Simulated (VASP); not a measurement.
A run of VASP 6.6.1 is set up as follows.

File INCAR:

```
ALGO = Normal
EDIFF = 1E-7
ENCUT = 520
GGA = PS
ISIF = 2
ISMEAR = 0
LASPH = True
LCHARG = False
LREAL = False
LWAVE = False
NBANDS = 16
NELM = 80
PREC = Accurate
SIGMA = 0.05
```

The input KPOINTS:

```
k-points
0
Gamma
  10 10 10
```

Contents of POSCAR:

```
CdSe
1.0
   -0.1114639971      3.4975060475      3.0413096065
    3.0413096065     -0.1114639971      3.0413096065
    2.9298456094      3.3860420504      0.0000000000
Cd Se
1 1
Direct
    0.0000000000      0.0000000000      0.0000000000
    0.7500000000      0.7500000000      0.7500000000
```

Potentials or basis: VASP PAW PBE potentials, release 64 (Cd, Se).

The run is started by

```console
$ cat potpaw_PBE.64/Cd/POTCAR potpaw_PBE.64/Se/POTCAR > POTCAR
$ mpirun -np 1 vasp_std > vasp.out
```

Problem. Estimate the pressure.

Solution. -5.1 GPa.

Problem. Predict the largest force.

Solution. 0.112 eV/Å.

Problem. What does it give for the band gap on the k mesh?

Solution. 0.15 eV, direct.

Stress tensor (GPa, compression positive):
```
-3.82  1.49  0.00
 1.49 -7.46  0.00
 0.00  0.00 -3.89
```

Caveat: the cell differs from its parent crystal (engineering shear strain xz -0.0733, normal strain along z +0.1500); the PAW data sets were made with another functional, which shifts forces and pressure a little.
